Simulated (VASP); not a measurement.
Input of a VASP 6.6.1 run:

Contents of INCAR:

```
PREC = Accurate
ENCUT = 520
EDIFF = 1E-6
ISMEAR = 0
SIGMA = 0.15
LREAL = False
LASPH = True
NELM = 80
ALGO = Normal
ISIF = 2
LWAVE = False
LCHARG = True
GGA = PS
LELF = True
LVHAR = True
NBANDS = 16
```

The input KPOINTS:

```
regular mesh
0
Gamma
  18 18 16
```

The input POSCAR:

```
WC
1.0
    2.9005014360      0.0000000000      0.0000000000
   -1.4502507180      2.5119079273      0.0000000000
    0.0000000000      0.0000000000      2.8290000000
W C
1 1
Direct
    0.0000000000      0.0000000000      0.0000000000
    0.5632362748      0.3333333333      0.4469777306
```

Potentials or basis: VASP PAW PBE potentials, release 64 (W_sv, C).

Launch:

```sh
$ cat potpaw_PBE.64/W_sv/POTCAR potpaw_PBE.64/C/POTCAR > POTCAR
$ mpirun -np 1 vasp_std > vasp.out
```

(1) Predict the largest force.

(2) Estimate the band gap on the k mesh.

(3) Predict the pressure.

## Answers

(1) 5.721 eV/Å.

(2) zero (bands 9 and 10 overlap by 1.40 eV).

(3) 20.3 GPa.

Caveat: the cell differs from its parent crystal (atom 2 (C) moved by (-0.300, -0.150) A along x and z); the cell stands under pressure; the PAW data sets were made with another functional, which shifts forces and pressure a little; spin-orbit coupling is left out, which moves the levels of the heavy elements.
